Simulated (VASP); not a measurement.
Wanted: the native input for a VASP 6.6.1 run.

- Task: single point
- Functional: PBEsol
- Potentials or basis: VASP PAW PBE potentials, release 64 (Ag, I)
- Cutoff: 500 eV
- k mesh: 8 × 8 × 4
- Occupations: fermi-dirac, width 0.08 eV
- Spin: no spin polarisation
- Dipole correction: no
- Further INCAR settings: ALGO = Normal; EDIFF = 1e-06; NBANDS = 26

The structure of AgI lies in POSCAR:

```
AgI
1.0
    4.5590986754      0.0000000000      0.0000000000
   -2.2795493377      3.9482952713      0.0000000000
    0.0000000000      0.0000000000      7.4539340319
Ag I
2 2
Direct
    0.6666666667      0.3333333333      0.6275525798
    0.3333333333      0.6666666667      0.1275525798
    0.6666666667      0.3333333333      0.0024474202
    0.3333333333      0.6666666667      0.5024474202
```

One way to write it, as run:

INCAR

```
PREC     = Accurate       # precision mode
ENCUT    = 500            # plane-wave cutoff, eV
EDIFF    = 1E-6           # SCF threshold, eV
ISMEAR   = -1             # smearing method
SIGMA    = 0.08           # smearing width, eV
LREAL    = F              # projectors in reciprocal space
LASPH    = T              # aspherical terms in the spheres
NELM     = 120            # most SCF steps
ALGO     = Normal         # electronic algorithm
ISIF     = 2              # what is computed and relaxed
LWAVE    = F              # write WAVECAR
LCHARG   = T              # write CHGCAR
GGA      = PS             # functional
LELF     = T              # ELF
LVHAR    = T            
NBANDS   = 26             # bands
GGA_COMPAT= F
```

KPOINTS

```
Automatic mesh
0
Gamma
  8 8 4
```

Potentials or basis: VASP PAW PBE potentials, release 64 (Ag, I).

Launch:

```sh
$ cat potpaw_PBE.64/Ag/POTCAR potpaw_PBE.64/I/POTCAR > POTCAR
$ mpirun -np 1 vasp_std > vasp.out
```

It gave:

The pressure is 0.0 GPa and the band gap on the k mesh is 1.23 eV.

Caveat: the PAW data sets were made with another functional, which shifts forces and pressure a little; spin-orbit coupling is left out, which moves the levels of the heavy elements.

It took 2.7 min on 1 thread of Oxide Virtual Turin-like Processor (shared host), peak memory 0.25 GiB.
